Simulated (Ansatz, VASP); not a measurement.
Hf5C3 in VASP and in Ansatz

```
Hf C
1.0
     3.12946    0.00000    0.00000
     0.00000    3.12946    0.00000
     0.00000    0.00000   12.48411
Hf C
5 3
Direct
  0.00000 0.00000 0.82452
  0.00000 0.00000 0.17548
  0.00000 0.00000 0.39684
  0.00000 0.00000 0.60316
  0.50000 0.50000 0.00000
  0.50000 0.50000 0.21628
  0.50000 0.50000 0.50000
  0.50000 0.50000 0.78372
```

Change from the starting cell: species swapped into the Zn5Pd3 type (P4/mmm, No. 123).

Alike in both runs: functional PBE; k mesh 5 × 5 × 2; occupations gaussian, width 0.2 eV; no spin polarisation.

Ansatz relaxed the structure, and its values are those at the end. VASP's run is a single point on that final structure, the one shown.

```csv
,VASP,Ansatz
version,VASP 6.6.1,Ansatz 0.2.0
potentials or method,"VASP PAW PBE potentials, release 64 (Hf_pv, C), cutoff 520 eV","scalar-relativistic, plane waves, PAW"
valence electrons in the cell,62,142
```

|  | VASP | Ansatz | Ansatz less VASP |
| --- | --- | --- | --- |
| gap on the k mesh at the Fermi level (eV) | none | none | - |
| pressure (GPa) | -0.7 | 0.0 | +0.70 |
| rms of the force components (eV/Å) | 0.039 | 0.016 | -0.0233 |

A gap of «none» marks a metal or a gap that the smearing closes. VASP's potentials hold 62 valence electrons a cell and Ansatz's 142, so a difference there can come from the potentials and not from the codes.

The k mesh is coarse, so the values compare programs but aren't converged. Spin-orbit coupling is off throughout.
